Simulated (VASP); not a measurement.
# CdSe (sol) (I-4m2) in VASP: notebook, part 2 of 2

VASP 6.6.1. Earlier steps stand in the parts before.

## 3. Single point, PBEsol (strained cell)

INCAR

```
  PREC = Accurate
  ENCUT = 500
  EDIFF = 1E-6
  ISMEAR = 0
  SIGMA = 0.02
  LREAL = F
  LASPH = T
  NELM = 120
  ALGO = Normal
  ISIF = 2
  LWAVE = F
  LCHARG = F
  GGA = PS
  NBANDS = 16
  GGA_COMPAT = F
```

KPOINTS

```
Automatic mesh
0
Gamma
  8 8 8
```

POSCAR

```
CdSe
1.0
    0.0000000000      3.0714838878      2.9960752010
    3.0714838878      0.0000000000      2.9960752010
    3.0714838878      3.0714838878      0.0000000000
Cd Se
1 1
Direct
    0.0000000000      0.0000000000      0.0000000000
    0.2500000000      0.2500000000      0.2500000000
```

Potentials or basis: VASP PAW PBE potentials, release 64 (Cd, Se).

On the command line:

```console
$ cat potpaw_PBE.64/Cd/POTCAR potpaw_PBE.64/Se/POTCAR > POTCAR
$ mpirun -np 1 vasp_std > vasp.out
```

OUTCAR:

```text
PREC = Accurate
   ENCUT = 500
   EDIFF = 1E-6
   ISMEAR = 0
   LREAL = F
   LASPH = T
   NELM = 120
   ISIF = 2
   GGA = PS

 ion  position               nearest neighbor table
   1  0.000  0.000  0.000-   2 2.64   2 2.64   2 2.64   2 2.64
   2  0.250  0.250  0.250-   1 2.64   1 2.64   1 2.64   1 2.64

  LATTYP: Found a body centered tetragonal cell.
 ALAT       =     4.3437341707
 C/A-ratio  =     1.3794928894

  Lattice vectors:

 A1 = (   0.0000000000,  -3.0714838878,  -2.9960752010)
 A2 = (   0.0000000000,   3.0714838878,  -2.9960752010)
 A3 = (   3.0714838878,   0.0000000000,   2.9960752010)

Analysis of symmetry for initial positions (statically):
=====================================================================
 Subroutine PRICEL returns:
 Original cell was already a primitive cell.

 Routine SETGRP: Setting up the symmetry group for a
 body centered tetragonal supercell.

 Subroutine GETGRP returns: Found  8 space group operations
 (whereof  8 operations were pure point group operations)
 out of a pool of 16 trial point group operations.

The static configuration has the point symmetry D_2d.
[... 155 lines left out ...]
  ext. energy  EPLUGINS =         0.00000000
  ---------------------------------------------------
  free energy    TOTEN  =        -6.17613096 eV

  energy without entropy =       -6.17613096  energy(sigma->0) =       -6.17613096

 E-fermi :   0.9392     XC(G=0):  -9.0776

 val. band max:        0.8223301534   @ k =   0.0000   0.0000   0.0000
 cond. band min:       1.2442397335   @ k =   0.0000   0.0000   0.0000
 fundamental gap:      0.4219095801
 Fermi energy:         0.9392491703

 k-point     1 :       0.0000    0.0000    0.0000
  band No.  band energies     occupation
      1     -11.8222      2.00000
      2      -7.1256      2.00000
      3      -7.1256      2.00000
      4      -7.1151      2.00000
      5      -6.7504      2.00000
      6      -6.7430      2.00000
[... 433 lines left out ...]
      3      -7.0106      2.00000
      4      -6.7942      2.00000
      5      -6.7233      2.00000
      6      -6.6778      2.00000
[... 8 lines left out ...]
     15      11.6730      0.00000
     16      12.2785      0.00000

 [... further k-points ...]
[... 5 lines left out ...]
  --------------------------------------------------------------------------------------
  -------------------------------------------------------------------------------------
  Total       -0.0340233     -0.0340233      0.1122704      0.0000000      0.0000000      0.0000000
  in kB       -0.9642899     -0.9642899      3.1819734      0.0000000      0.0000000      0.0000000
  external PRESSURE =       0.4177979 kB  Pullay stress =       0.0000000 kB

 VOLUME and BASIS-vectors are now :
 -----------------------------------------------------------------------------
  energy-cutoff  :      500.00
  volume of cell :       56.53
      direct lattice vectors                 reciprocal lattice vectors
     0.000000000  3.071483888  2.996075201    -0.162787766  0.162787766  0.166884997
     3.071483888  0.000000000  2.996075201     0.162787766 -0.162787766  0.166884997
     3.071483888  3.071483888  0.000000000     0.162787766  0.162787766 -0.166884997

 POSITION                                       TOTAL-FORCE (eV/Angst)
 -----------------------------------------------------------------------------------
      0.00000      0.00000      0.00000         0.000000      0.000000      0.000000
      1.53574      1.53574      1.49804        -0.000000     -0.000000     -0.000000
 -----------------------------------------------------------------------------------
    total drift:                                0.000000      0.000000      0.000000

  FREE ENERGIE OF THE ION-ELECTRON SYSTEM (eV)
  ---------------------------------------------------
  free  energy   TOTEN  =        -6.1761309579 eV

  energy  without entropy=       -6.1761309579  energy(sigma->0) =       -6.17613096
```

It took 45 s on 1 thread of Intel Xeon 8259CL, shared host; peak memory 0.21 GiB.

What came out:

- Free energy: -6.1761 eV
- Pressure: 0.0 GPa
- Band gap on the k mesh: 0.42 eV, direct

Levels at points of the mesh, in eV from the valence-band top:
| k point | band 6 | band 7 | band 8 | band 9 | band 10 | band 11 | band 12 | band 13 |
| --- | --- | --- | --- | --- | --- | --- | --- | --- |
| (0.00, 0.00, 0.00) | -7.57 | -0.07 | -0.07 | 0.00 | 0.42 | 5.81 | 5.81 | 5.81 |
| (0.50, 0.00, 0.00) | -7.28 | -4.47 | -0.86 | -0.75 | 2.23 | 6.22 | 6.41 | 7.22 |
| (0.50, 0.50, 0.00) | -7.19 | -4.06 | -1.98 | -1.98 | 2.91 | 3.48 | 9.06 | 10.03 |
| (0.50, 0.00, 0.50) | -7.23 | -4.20 | -1.89 | -1.86 | 2.99 | 3.69 | 8.83 | 9.91 |

Caveat: the cell differs from its parent crystal (strained cell); the PAW data sets were made with another functional, which shifts forces and pressure a little.

## 4. Single point, PBEsol

This run uses another cell than the first one, of 28.27 Å³/atom, 0.995 times its volume.

INCAR

```
SYSTEM = CdSe
  PREC = Accurate
  ENCUT = 500
  EDIFF = 1E-6
  ISMEAR = 0
  SIGMA = 0.01
  LREAL = .FALSE.
  LASPH = .TRUE.
  NELM = 120
  ALGO = Normal
  ISIF = 2
  LWAVE = .FALSE.
  LCHARG = .FALSE.
  GGA = PS
  NBANDS = 16
  GGA_COMPAT = .FALSE.
```

KPOINTS

```
Automatic mesh
0
G
  8 8 8
  0 0 0
```

POSCAR is that of step 3.

On the command line:

```console
$ cat potpaw_PBE.64/Cd/POTCAR potpaw_PBE.64/Se/POTCAR > POTCAR
$ mpirun -np 1 vasp_std > vasp.out
```

Run time: 52 s. Hardware: 1 thread of Intel Xeon 8259CL, shared host; peak memory 0.21 GiB.

Results (log left out):

```yaml
Free_energy: -6.1761 eV
Pressure: 0.0 GPa
Band_gap_on_the_k_mesh: 0.42 eV, direct
```

Stress tensor (GPa, compression positive):
```
-0.10  0.00  0.00
 0.00 -0.10  0.00
 0.00  0.00  0.32
```

Levels at points of the mesh, in eV from the valence-band top:
```
           k point  band 6  band 7  band 8  band 9  band 10  band 11  band 12  band 13
(0.00, 0.00, 0.00)   -7.57   -0.07   -0.07    0.00     0.42     5.81     5.81     5.81
(0.50, 0.00, 0.00)   -7.28   -4.47   -0.86   -0.75     2.23     6.22     6.41     7.22
(0.50, 0.50, 0.00)   -7.19   -4.06   -1.98   -1.98     2.91     3.48     9.06    10.03
(0.50, 0.00, 0.50)   -7.23   -4.20   -1.89   -1.86     2.99     3.69     8.83     9.91
```

Caveat: the PAW data sets were made with another functional, which shifts forces and pressure a little.

## 5. Single point, PBEsol

This run uses another cell than the first one, of 28.27 Å³/atom, 0.995 times its volume.

INCAR

```
PREC     = Accurate       # precision mode
ENCUT    = 500            # plane-wave cutoff, eV
EDIFF    = 1E-6           # SCF threshold, eV
ISMEAR   = 0              # smearing method
SIGMA    = 0.01           # smearing width, eV
LREAL    = F              # projectors in reciprocal space
LASPH    = T              # aspherical terms in the spheres
NELM     = 120            # most SCF steps
ALGO     = Normal         # electronic algorithm
ISIF     = 2              # what is computed and relaxed
LWAVE    = F              # write WAVECAR
LCHARG   = F              # write CHGCAR
GGA      = PS             # functional
NBANDS   = 16             # bands
GGA_COMPAT= F
```

KPOINTS

```
Automatic mesh
0
Gamma
  8 8 8
```

POSCAR is that of step 4.

On the command line:

```console
$ cat potpaw_PBE.64/Cd/POTCAR potpaw_PBE.64/Se/POTCAR > POTCAR
$ mpirun -np 1 vasp_std > vasp.out
```

Run time: 54 s. Hardware: 1 thread of Intel Xeon 8259CL, shared host; peak memory 0.21 GiB.

The run converged. Its results:

```
Free energy            : -6.1761 eV
Pressure               : 0.0 GPa
Band gap on the k mesh : 0.42 eV, direct
```

Stress tensor (GPa, compression positive):
```
-0.10  0.00  0.00
 0.00 -0.10  0.00
 0.00  0.00  0.32
```

Levels at points of the mesh, in eV from the valence-band top:
| k point | band 6 | band 7 | band 8 | band 9 | band 10 | band 11 | band 12 | band 13 |
| --- | --- | --- | --- | --- | --- | --- | --- | --- |
| (0.00, 0.00, 0.00) | -7.57 | -0.07 | -0.07 | 0.00 | 0.42 | 5.81 | 5.81 | 5.81 |
| (0.50, 0.00, 0.00) | -7.28 | -4.47 | -0.86 | -0.75 | 2.23 | 6.22 | 6.41 | 7.22 |
| (0.50, 0.50, 0.00) | -7.19 | -4.06 | -1.98 | -1.98 | 2.91 | 3.48 | 9.06 | 10.03 |
| (0.50, 0.00, 0.50) | -7.23 | -4.20 | -1.89 | -1.86 | 2.99 | 3.69 | 8.83 | 9.91 |

Caveat: the PAW data sets were made with another functional, which shifts forces and pressure a little.

## 6. Summary

```csv
cell,smearing,gap on the mesh (eV),pressure (GPa)
"a = 4.302, b = 4.302, c = 4.344 Å, angles 59.7, 59.7, 60.6°, 2 atoms",gaussian 0.02 eV,0.42,-0.2
"a = 4.291, b = 4.291, c = 4.344 Å, angles 59.6, 59.6, 60.8°, 2 atoms",gaussian 0.02 eV,0.42,0.0
"a = 4.291, b = 4.291, c = 4.344 Å, angles 59.6, 59.6, 60.8°, 2 atoms",gaussian 0.01 eV,0.42,0.0
```

Alike in all rows: task single point; level PBEsol; potentials or basis VASP PAW PBE potentials, release 64 (Cd, Se); no spin polarisation; k mesh 8 × 8 × 8; cutoff (eV) 500.

Caveats: the PAW data sets were made with another functional, which shifts forces and pressure a little.

Absolute energies hang on the potentials; compare differences alone.
